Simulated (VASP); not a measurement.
# Fe (P6_3/mmc) in VASP: further runs

Runs on Fe. Level: RPBE+D3(BJ). Tasks: single point, relaxation of cell and atoms.

All numbers are computed with VASP 6.6.1; they aren't measurements. Logs are shortened: lines on timing, memory, paths and dates and some standing lists are left out, and cuts for length are marked.

## Step 1: The cell of the first run

The structure is hexagonal, space group P6_3/mmc (No. 194). Conventional cell: a = 2.388 Å, b = 2.388 Å, c = 3.793 Å, α = 90.00°, β = 90.00°, γ = 120.00°. Fe (site symmetry -6m2) has 12 Fe at 2.34 to 2.39 Å within 3.1 Å.

This isn't the form of Fe at room conditions, which is bcc.

## Step 2: Single point, RPBE+D3(BJ), collinear spin, ferromagnetic start

The input, INCAR:

```
  PREC = Accurate
  ENCUT = 600
  EDIFF = 1E-6
  ISMEAR = -1
  SIGMA = 0.05
  LREAL = F
  LASPH = T
  NELM = 200
  ALGO = Normal
  ISIF = 2
  LWAVE = F
  LCHARG = F
  ISPIN = 2
  MAGMOM = 3 3
  LORBIT = 11
  LMAXMIX = 4
  GGA = RP
  IVDW = 12
  NBANDS = 19
  GGA_COMPAT = F
```

The input, KPOINTS:

```
regular mesh
0
Gamma
  12 12 7
```

The input, POSCAR:

```
Fe
1.0
    2.3877146479      0.0000000000      0.0000000000
   -1.1938573240      2.0678215421      0.0000000000
    0.0000000000      0.0000000000      3.7928064945
Fe
2
Direct
    0.6666666667      0.3333333333      0.7500000000
    0.3333333333      0.6666666667      0.2500000000
```

Potentials or basis: VASP PAW PBE potentials, release 64 (Fe).

Run with:

```sh
$ cat potpaw_PBE.64/Fe/POTCAR > POTCAR
$ mpirun -np 1 vasp_std > vasp.out
```

OUTCAR:

```text
PREC = Accurate
   ENCUT = 600
   EDIFF = 1E-6
   ISMEAR = -1
   LREAL = F
   LASPH = T
   NELM = 200
   ISIF = 2
   ISPIN = 2
   LORBIT = 11
   GGA = RP
   IVDW = 12
 IVDW          = 12

 ion  position               nearest neighbor table
   1  0.667  0.333  0.750-   2 2.34   2 2.34   2 2.34   2 2.34   2 2.34   2 2.34
   2  0.333  0.667  0.250-   1 2.34   1 2.34   1 2.34   1 2.34   1 2.34   1 2.34

  LATTYP: Found a hexagonal cell.
 ALAT       =     2.3877146479
 C/A-ratio  =     1.5884672391

  Lattice vectors:

 A1 = (   2.3877146479,   0.0000000000,   0.0000000000)
 A2 = (  -1.1938573240,   2.0678215421,   0.0000000000)
 A3 = (   0.0000000000,   0.0000000000,   3.7928064945)

Analysis of symmetry for initial positions (statically):
=====================================================================
 Subroutine PRICEL returns:
 Original cell was already a primitive cell.

 Routine SETGRP: Setting up the symmetry group for a
 hexagonal supercell.

 Subroutine GETGRP returns: Found 24 space group operations
 (whereof 12 operations were pure point group operations)
 out of a pool of 24 trial point group operations.

The static configuration has the point symmetry D_3d.
 The point group associated with its full space group is D_6h.

Analysis of symmetry for dynamics (positions and initial velocities):
=====================================================================
 Subroutine PRICEL returns:
 Original cell was already a primitive cell.

 Routine SETGRP: Setting up the symmetry group for a
 hexagonal supercell.

 Subroutine GETGRP returns: Found 24 space group operations
 (whereof 12 operations were pure point group operations)
 out of a pool of 24 trial point group operations.

The dynamic configuration has the point symmetry D_3d.
 The point group associated with its full space group is D_6h.

Analysis of structural, dynamic, and magnetic symmetry:
=====================================================================
 Subroutine PRICEL returns:
 Original cell was already a primitive cell.

 Routine SETGRP: Setting up the symmetry group for a
 hexagonal supercell.

 Subroutine GETGRP returns: Found 24 space group operations
 (whereof 12 operations were pure point group operations)
 out of a pool of 24 trial point group operations.

The overall configuration has the point symmetry D_3d.
 The point group associated with its full space group is D_6h.

 Subroutine INISYM returns: Found 24 space group operations
 (whereof 12 operations are pure point group operations),
 and found     1 'primitive' translations

----------------------------------------------------------------------------------------

                                     Primitive cell

  volume of cell :      18.7265

  direct lattice vectors                    reciprocal lattice vectors
     2.387714648  0.000000000  0.000000000     0.418810514  0.241800363  0.000000000
    -1.193857324  2.067821542  0.000000000     0.000000000  0.483600726  0.000000000
     0.000000000  0.000000000  3.792806495     0.000000000  0.000000000  0.263657005

  length of vectors
     2.387714648  2.387714648  3.792806495     0.483600726  0.483600726  0.263657005

  position of ions in fractional coordinates (direct lattice)
     0.666666667  0.333333333  0.750000000
     0.333333333  0.666666667  0.250000000

  ion indices of the primitive-cell ions
   primitive index   ion index
                 1           1
                 2           2

----------------------------------------------------------------------------------------

 KPOINTS: regular mesh

Automatic generation of k-mesh.
 Grid dimensions read from file:
 generate k-points for:   12   12    7

 Generating k-lattice:

  Cartesian coordinates                     Fractional coordinates (reciprocal lattice)
     0.034900876  0.020150030  0.000000000     0.083333333  0.000000000  0.000000000
     0.000000000  0.040300061  0.000000000     0.000000000  0.083333333  0.000000000
     0.000000000  0.000000000  0.037665286     0.000000000  0.000000000  0.142857143

  Length of vectors
     0.040300061  0.040300061  0.037665286

  Shift w.r.t. Gamma in fractional coordinates (k-lattice)
     0.000000000  0.000000000  0.000000000

 Subroutine IBZKPT returns following result:
 ===========================================

 Found     76 irreducible k-points:

 Following reciprocal coordinates:
            Coordinates               Weight
  0.000000  0.000000  0.000000      1.000000
  0.083333 -0.000000  0.000000      6.000000
  0.166667  0.000000  0.000000      6.000000
  0.250000  0.000000  0.000000      6.000000
  0.333333  0.000000  0.000000      6.000000
  0.416667  0.000000  0.000000      6.000000
[... 16 lines left out ...]
  0.250000  0.000000  0.142857     12.000000
  0.333333  0.000000  0.142857     12.000000
 [... further k-points ...]
   k-points           NKPTS =     76   k-points in BZ     NKDIM =     76   number of bands    NBANDS=     19
   number of dos      NEDOS =    301   number of ions     NIONS =      2
   total plane-waves  NPLWV =  12000
   dimension x,y,z NGX =    20 NGY =   20 NGZ =   30
   dimension x,y,z NGXF=    40 NGYF=   40 NGZF=   60
   ions per type =               2
   NGX,Y,Z   is equivalent  to a cutoff of  13.93, 13.93, 13.15 a.u.
   NGXF,Y,Z  is equivalent  to a cutoff of  27.85, 27.85, 26.30 a.u.
 SYSTEM =  unknown system
   PREC   = accura    normal or accurate (medium, high low for compatibility)
   ISTART =      0    job   : 0-new  1-cont  2-samecut
   ICHARG =      2    charge: 1-file 2-atom 10-const
   ISPIN  =      2    spin polarized calculation?
   LNONCOLLINEAR =      F non collinear calculations
   LSORBIT =      F    spin-orbit coupling
   LASPH  =      T    aspherical Exc in radial PAW
   ENCUT  =  600.0 eV  44.10 Ry    6.64 a.u.   4.77  4.77  7.58*2*pi/ulx,y,z
   NELM   =    200;   NELMIN=  2; NELMDL= -5     # of ELM steps
   EDIFF  = 0.1E-05   stopping-criterion for ELM
   LREAL  =      F    real-space projection
   EDIFFG = 0.1E-04   stopping-criterion for IOM
   NSW    =      0    number of steps for IOM
   IBRION =     -1    ionic relax: 0-MD 1-quasi-New 2-CG
   NFREE  =      0    steps in history (QN), initial steepest desc. (CG)
   ISIF   =      2    stress and relaxation
   ISYM   =      2    0-nonsym 1-usesym 2-fastsym
   POTIM  = 0.5000    time-step for ionic-motion
   TEBEG  =    0.0;   TEEND  =   0.0 temperature during run
   PSTRESS=    0.0 pullay stress
   NELECT =      16.0000    total number of electrons
   NUPDOWN=      -1.0000    fix difference up-down
   EMIN   =  10.00;   EMAX   =-10.00  energy-range for DOS
   EFERMI =   0.00;   METHOD = LEGACY
   ISMEAR =    -1;   SIGMA  =   0.05  broadening in eV -4-tet -1-fermi 0-gaus
   EFERMI_NEDOS =   21; number of points for ismear=-14 and -15
   IALGO  =     38    algorithm
   IMIX   =      4    mixing-type and parameters
     AMIX     =   0.40;   BMIX     =  1.00
     AMIX_MAG =   1.60;   BMIX_MAG =  1.00
  volume/ion in A,a.u.               =       9.36        63.19
  Fermi-wavevector in a.u.,A,eV,Ry     =   1.553446  2.935587 32.833495  2.413194
  Thomas-Fermi vector in A             =   2.657675
   LORBIT       =     11    0 simple, 1 ext, 2 COOP (PROOUT), +10 PAW based schemes
   GGA     = RP    functional components
   LHFCALC =     F    Hartree Fock is set to
   AEXX    =    0.0000 exact exchange contribution
   IVDW    =    12    specifies the selected vdW correction
   LEPSILON=     F    determine dielectric tensor
   LRPA    =     F    only Hartree local field effects (RPA)
 spin polarized calculation
  energy-cutoff  :      600.00
  volume of cell :       18.73
 maximum number of plane-waves:       648
 NGX is ok and might be reduce to    20
   NGX =  9   NGY =  9   NGZ = 15

 number of electron      15.9999998 magnetization       0.0178039

 number of electron      15.9999998 magnetization      -0.0010920

 Free energy of the ion-electron system (eV)
  ---------------------------------------------------
  ext. energy  EPLUGINS =         0.00000000
  ---------------------------------------------------
  free energy    TOTEN  =       -14.97556593 eV

  energy without entropy =      -14.95763105  energy(sigma->0) =      -14.96659849

 E-fermi :   8.0601     XC(G=0): -14.2170

 val. band max:        8.0448173150   @ k =   0.3333   0.2500   0.2857
 cond. band min:       8.0897556629   @ k =   0.3333   0.1667   0.2857
 fundamental gap:      0.0449383480
 Fermi energy:         8.0600688410

 spin component 1

 k-point     1 :       0.0000    0.0000    0.0000
  band No.  band energies     occupation
      1      -1.3794      1.00000
      2       2.5762      1.00000
      3       6.1690      1.00000
      4       6.1690      1.00000
      5       6.2847      1.00000
      6       6.6918      1.00000
[... 11 lines left out ...]
     18      36.0037      0.00000
     19      36.7654      0.00000

 k-point     2 :       0.0833   -0.0000    0.0000
  band No.  band energies     occupation
      1      -1.1026      1.00000
      2       2.7584      1.00000
      3       5.8323      1.00000
      4       6.3325      1.00000
      5       6.5407      1.00000
      6       6.6288      1.00000
[... 11 lines left out ...]
     18      35.9350      0.00000
     19      37.1781      0.00000

 k-point     3 :       0.1667    0.0000    0.0000
  band No.  band energies     occupation
      1      -0.3113      1.00000
      2       3.2060      1.00000
      3       5.3745      1.00000
      4       5.7312      1.00000
      5       6.3760      1.00000
      6       6.7252      1.00000
[... 434 lines left out ...]
      1       1.0247      1.00000
      2       3.6307      1.00000
      3       4.5633      1.00000
      4       5.1241      1.00000
      5       6.0573      1.00000
      6       6.4408      1.00000
[... 11 lines left out ...]
     18      33.7843      0.00000
     19      36.9646      0.00000

 k-point    24 :       0.3333    0.0000    0.1429
  band No.  band energies     occupation
      1       2.1156      1.00000
      2       3.5023      1.00000
      3       4.0212      1.00000
      4       5.0413      1.00000
      5       6.2177      1.00000
      6       6.2475      1.00000
[... 11 lines left out ...]
     18      32.9326      0.00000
     19      35.2133      0.00000

 [... further k-points ...]

 spin component 2

 k-point     1 :       0.0000    0.0000    0.0000
  band No.  band energies     occupation
      1      -1.3794      1.00000
      2       2.5757      1.00000
      3       6.1683      1.00000
      4       6.1683      1.00000
      5       6.2839      1.00000
      6       6.6911      1.00000
[... 11 lines left out ...]
     18      36.0035      0.00000
     19      36.7651      0.00000

 k-point     2 :       0.0833   -0.0000    0.0000
  band No.  band energies     occupation
      1      -1.1026      1.00000
      2       2.7579      1.00000
      3       5.8317      1.00000
      4       6.3318      1.00000
      5       6.5399      1.00000
      6       6.6281      1.00000
[... 11 lines left out ...]
     18      35.9350      0.00000
     19      37.1784      0.00000

 k-point     3 :       0.1667    0.0000    0.0000
  band No.  band energies     occupation
      1      -0.3113      1.00000
      2       3.2054      1.00000
      3       5.3739      1.00000
      4       5.7311      1.00000
      5       6.3753      1.00000
      6       6.7249      1.00000
[... 434 lines left out ...]
      1       1.0247      1.00000
      2       3.6302      1.00000
      3       4.5631      1.00000
      4       5.1236      1.00000
      5       6.0567      1.00000
      6       6.4405      1.00000
[... 11 lines left out ...]
     18      33.7843      0.00000
     19      36.9666      0.00000

 k-point    24 :       0.3333    0.0000    0.1429
  band No.  band energies     occupation
      1       2.1154      1.00000
      2       3.5018      1.00000
      3       4.0210      1.00000
      4       5.0408      1.00000
      5       6.2174      1.00000
      6       6.2469      1.00000
[... 11 lines left out ...]
     18      32.9326      0.00000
     19      35.2131      0.00000

 [... further k-points ...]

------------------------ aborting loop because EDIFF is reached ----------------------------------------

 Edisp (eV)   -4.50598

 E8    (eV) :    -2.9532

  FORCE on cell =-STRESS in cart. coord.  units (eV):
  Direction    XX          YY          ZZ          XY          YZ          ZX
  --------------------------------------------------------------------------------------
  -------------------------------------------------------------------------------------
  Total      -0.13933    -0.13933    -0.15117     0.00000    -0.00000     0.00000
  in kB     -11.92020   -11.92020   -12.93361     0.00000    -0.00000     0.00000
  external pressure =      -12.26 kB  Pullay stress =        0.00 kB

 VOLUME and BASIS-vectors are now :
 -----------------------------------------------------------------------------
  energy-cutoff  :      600.00
  volume of cell :       18.73
      direct lattice vectors                 reciprocal lattice vectors
     2.387714648  0.000000000  0.000000000     0.418810514  0.241800363  0.000000000
    -1.193857324  2.067821542  0.000000000     0.000000000  0.483600726  0.000000000
     0.000000000  0.000000000  3.792806495     0.000000000  0.000000000  0.263657005

 POSITION                                       TOTAL-FORCE (eV/Angst)
 -----------------------------------------------------------------------------------
      1.19386      0.68927      2.84460         0.000000      0.000000      0.000000
     -0.00000      1.37855      0.94820        -0.000000      0.000000      0.000000
 -----------------------------------------------------------------------------------
    total drift:                                0.000000     -0.000000     -0.000000

  FREE ENERGIE OF THE ION-ELECTRON SYSTEM (eV)
  ---------------------------------------------------
  free  energy   TOTEN  =       -19.4815499359 eV

  energy  without entropy=      -19.4636150540  energy(sigma->0) =      -19.47258249

 total charge

# of ion       s       p       d       tot
------------------------------------------
    1        0.581   0.728   6.432   7.742
    2        0.581   0.728   6.432   7.742
--------------------------------------------------
tot          1.163   1.457  12.864  15.483

 magnetization (x)

# of ion       s       p       d       tot
------------------------------------------
    1        0.000   0.000  -0.000  -0.000
    2        0.000   0.000  -0.000  -0.000
--------------------------------------------------
tot          0.000   0.000  -0.001  -0.001
```

Run time: 34 s. Hardware: 1 thread of Intel Xeon Platinum 8559C (Emerald Rapids), shared host; peak memory 0.18 GiB.

What came out:

| Item | Value |
| --- | --- |
| Free energy | -19.4815 eV |
| Pressure | -1.2 GPa |
| Band gap on the k mesh | zero (filled and empty bands overlap) |
| Net moment | 0.00 μB per cell |
| Valence electrons inside the program's atomic spheres | Fe 7.74 |
| Dispersion energy per atom | -2.253 eV |

Levels at points of the mesh, in eV from the Fermi level:
Spin up:
```tsv
k point	band 6	band 7	band 8	band 9	band 10	band 11
(0.00, 0.00, 0.00)	-1.37	-1.37	-0.95	-0.95	0.48	0.78
(0.50, 0.00, 0.00)	-1.75	-1.23	0.92	1.17	1.18	2.96
```
Spin down:
```
           k point  band 4  band 5  band 6  band 7  band 8  band 9  band 10  band 11  band 12  band 13
(0.00, 0.00, 0.00)   -1.89   -1.78   -1.37   -1.37   -0.95   -0.95     0.48     0.78     0.78     9.59
(0.50, 0.00, 0.00)   -2.24   -2.21   -1.75   -1.23    0.92    1.17     1.18     2.96     5.34    12.03
```

Caveat: the PAW data sets were made with another functional, which shifts forces and pressure a little.

## Step 3: Relaxation of cell and atoms, RPBE+D3(BJ), collinear spin, ferromagnetic start

This run uses another cell than the first one, of 9.86 Å³/atom.

The input, INCAR:

```
SYSTEM = Fe
  PREC = Accurate
  ENCUT = 600
  EDIFF = 1E-7
  ISMEAR = -1
  SIGMA = 0.05
  LREAL = .False.
  LASPH = .True.
  NELM = 200
  ALGO = Normal
  ISIF = 3
  LWAVE = .False.
  LCHARG = .False.
  ISPIN = 2
  MAGMOM = 3 3
  LORBIT = 11
  LMAXMIX = 4
  GGA = RP
  IVDW = 12
  IBRION = 2
  NSW = 60
  EDIFFG = -0.01
  GGA_COMPAT = .False.
  NELMIN = 4
```

The input, KPOINTS:

```
Automatic mesh
0
Gamma
  12 12 7
  0 0 0
```

The input, POSCAR:

```
Fe
1.0
    2.4341575853      0.0000000000      0.0000000000
   -1.2170787927      2.1080423057      0.0000000000
    0.0000000000      0.0000000000      3.8419344700
Fe
2
Direct
    0.6666666667      0.3333333333      0.7500000000
    0.3333333333      0.6666666667      0.2500000000
```

Potentials or basis: VASP PAW PBE potentials, release 64 (Fe).

Run with:

```sh
$ cat potpaw_PBE.64/Fe/POTCAR > POTCAR
$ mpirun -np 1 vasp_std > vasp.out
```

It took 2.7 min on 1 thread of Intel Xeon Platinum 8559C (Emerald Rapids), shared host; peak memory 0.19 GiB.

It converged, with:

- Free energy: -19.4822 eV
- Relaxed volume: 9.33 Å³/atom
- Relaxed cell: a = 2.385 Å, b = 2.385 Å, c = 3.788 Å, α = 90.00°, β = 90.00°, γ = 120.00°
- Space group after relaxing (to 0.1 Å): P6_3/mmc (No. 194)
- Energy gained by relaxing: 30.0 meV/atom
- Ionic steps: 9
- Pressure after relaxing: 0.0 GPa
- Band gap on the k mesh: zero (filled and empty bands overlap)
- Net moment: 0.00 μB per cell
- Valence electrons inside the program's atomic spheres: Fe 7.75
- Dispersion energy per atom: -2.260 eV

Step by step:
| step | energy change (eV) | largest force (eV/Å) | pressure (GPa) | volume (Å³) |
| --- | --- | --- | --- | --- |
| 1 | 0.0000 | 0.0000 | -17.17 | 19.71 |
| 2 | 0.1766 | 0.0000 | 45.94 | 16.85 |
| 3 | -0.0597 | 0.0000 | -0.53 | 18.70 |
| 4 | -0.0597 | 0.0000 | -0.01 | 18.67 |
| 5 | -0.0597 | 0.0000 | 0.38 | 18.65 |
| 6 | -0.0599 | 0.0000 | 0.30 | 18.65 |
| 7 | -0.0600 | 0.0000 | 0.33 | 18.65 |
| 8 | -0.0600 | 0.0000 | -0.48 | 18.69 |
| 9 | -0.0600 | 0.0000 | 0.05 | 18.66 |

Final structure:
```
Fe
1.0
     2.38516    0.00000    0.00000
    -1.19258    2.06561    0.00000
     0.00000    0.00000    3.78827
Fe
2
Direct
  0.66667 0.33333 0.75000
  0.33333 0.66667 0.25000
```

Levels at points of the mesh, in eV from the Fermi level:
Spin up:
| k point | band 4 | band 5 | band 6 | band 7 | band 8 | band 9 | band 10 | band 11 | band 12 | band 13 |
| --- | --- | --- | --- | --- | --- | --- | --- | --- | --- | --- |
| (0.00, 0.00, 0.00) | -1.90 | -1.78 | -1.38 | -1.38 | -0.96 | -0.96 | 0.48 | 0.78 | 0.78 | 9.63 |
| (0.50, 0.00, 0.00) | -2.24 | -2.22 | -1.76 | -1.24 | 0.92 | 1.17 | 1.19 | 2.97 | 5.36 | 12.07 |
Spin down:
| k point | band 5 | band 6 | band 7 | band 8 | band 9 | band 10 | band 11 | band 12 |
| --- | --- | --- | --- | --- | --- | --- | --- | --- |
| (0.00, 0.00, 0.00) | -1.78 | -1.38 | -1.38 | -0.96 | -0.96 | 0.48 | 0.78 | 0.78 |
| (0.50, 0.00, 0.00) | -2.22 | -1.76 | -1.24 | 0.92 | 1.17 | 1.19 | 2.97 | 5.36 |

Caveat: the PAW data sets were made with another functional, which shifts forces and pressure a little.
